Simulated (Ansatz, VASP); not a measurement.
**Two plane-wave programs on Si4Hg**

File INCAR:

```
SYSTEM = Si4Hg
  PREC = Accurate
  ENCUT = 500
  EDIFF = 1E-6
  ISMEAR = 0
  SIGMA = 0.1
  LREAL = .False.
  LASPH = .True.
  NELM = 120
  ALGO = Normal
  ISIF = 2
  LWAVE = .False.
  LCHARG = .False.
  GGA = PE
  NBANDS = 22
  GGA_COMPAT = .False.
```

Contents of KPOINTS:

```
Automatic mesh
0
Gamma
  6 6 6
  0 0 0
```

POSCAR

```
Si4Hg
1.0
   -2.0447599200      2.0447599200      5.4259788500
    2.0447599200     -2.0447599200      5.4259788500
    2.0447599200      2.0447599200     -5.4259788500
Si Hg
4 1
Direct
    0.7500000000      0.2500000000      0.5000000000
    0.3893334900      0.3893334900      0.0000000000
    0.6106665100      0.6106665100      0.0000000000
    0.2500000000      0.7500000000      0.5000000000
    0.0000000000      0.0000000000      0.0000000000
```

Input for Ansatz:

```yaml
crystal:
  lattice:
    - [-2.04475992, 2.04475992, 5.42597885]
    - [2.04475992, -2.04475992, 5.42597885]
    - [2.04475992, 2.04475992, -5.42597885]
  atoms:
    - { symbol: Si, position: [0.75, 0.25, 0.5] }
    - { symbol: Si, position: [0.38933349, 0.38933349, 0.0] }
    - { symbol: Si, position: [0.61066651, 0.61066651, 0.0] }
    - { symbol: Si, position: [0.25, 0.75, 0.5] }
    - { symbol: Hg, position: [0.0, 0.0, 0.0] }
basis:
  ecutwfc: 420
kpoints:
  mp_grid: { grid: [6, 6, 6] }
hamiltonian:
  xc: pbe
scf:
  occupations: { method: gaussian, width: 0.1 }
  lower_state_search: "off"
output:
  forces: true
  stress: true
  eigenvalues: true
```

Change from the starting cell: species swapped into the NaGa4 type (I4/mmm, No. 139).

Alike in both runs: task single point; functional PBE; k mesh 6 × 6 × 6; occupations gaussian, width 0.1 eV; no spin polarisation.

|  | VASP | Ansatz |
| --- | --- | --- |
| version | VASP 6.6.1 | Ansatz 0.2.0 |
| potentials or method | VASP PAW PBE potentials, release 64 (Si, Hg), cutoff 500 eV | scalar-relativistic, plane waves, PAW |
| valence electrons in the cell | 28 | 36 |

Ansatz gave:

- gap on the k mesh at the Fermi level (eV): none
- pressure (GPa): 0.6
- traceless stress, the component that is largest in VASP (GPa): 0.20
- rms of the force components (eV/Å): 0.313

Problem. What did VASP give for the same quantities?

Solution. gap on the k mesh at the Fermi level (eV): none; pressure (GPa): 0.7; traceless stress, the component that is largest in VASP (GPa): 0.16; rms of the force components (eV/Å): 0.316.

Atom by atom the forces differ by 0.003 eV/Å (rms over components). A gap of «none» marks a metal or a gap that the smearing closes. With one functional, cell and mesh, what is left measures potentials, basis and numerics. VASP's potentials hold 28 valence electrons a cell and Ansatz's 36, so a difference there can come from the potentials and not from the codes.

The k mesh is coarse, so the values compare programs but aren't converged. Spin-orbit coupling is off throughout.
